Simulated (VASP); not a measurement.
Wanted: the native input for a VASP 6.6.1 run.

```
Task                   : single point
Functional             : LDA
Potentials or basis    : VASP PAW LDA potentials, release 64 (Si)
Cutoff                 : 520 eV
k mesh                 : 10 × 6 × 6
Occupations            : gaussian, width 0.03 eV
Spin                   : no spin polarisation
Dipole correction      : no
Further INCAR settings : ALGO = Normal; EDIFF = 1e-06; NBANDS = 26
```

The structure of Si lies in POSCAR:

```
Si
1.0
   -3.8019755419      0.0000000000      0.0000000000
    0.0000000000      0.0000000000     -6.2891200223
    0.0000000000     -6.5852148077      0.0000000000
Si
8
Direct
    0.5000000000      0.9369667109      0.1514811332
    1.0000000000      0.9369667109      0.6514811332
    1.0000000000      0.4369667109      0.3485188668
    0.5000000000      0.4369667109      0.8485188668
    0.5000000000      0.5630332891      0.1818522002
    1.0000000000      0.5630332891      0.6818522002
    1.0000000000      0.0630332891      0.3181477998
    0.5000000000      0.0630332891      0.8181477998
```

This cell differs from its parent crystal: atoms displaced along a vibrational mode.

One way to write it, as run:

INCAR

```
SYSTEM = Si
PREC = Accurate
ENCUT = 520
EDIFF = 1E-6
ISMEAR = 0
SIGMA = 0.03
LREAL = .FALSE.
LASPH = .TRUE.
NELM = 80
ALGO = Normal
ISIF = 2
LWAVE = .FALSE.
LCHARG = .TRUE.
GGA = CA
LELF = .TRUE.
LVHAR = .TRUE.
NBANDS = 26
```

KPOINTS

```
Automatic mesh
0
G
  10 6 6
  0 0 0
```

Potentials or basis: VASP PAW LDA potentials, release 64 (Si).

The run is started by

```console
$ cat potpaw_LDA.64/Si/POTCAR > POTCAR
$ mpirun -np 1 vasp_std > vasp.out
```

It gave:

```
Pressure               : -0.2 GPa
Largest force          : 0.119 eV/Å
Band gap on the k mesh : 0.30 eV
```

Caveat: the cell differs from its parent crystal (atoms displaced along a vibrational mode).

Run time: 2.3 min on 1 thread of Intel(R) Xeon(R) Platinum 8559C (Emerald Rapids), with other jobs on the host, peak memory 0.37 GiB.
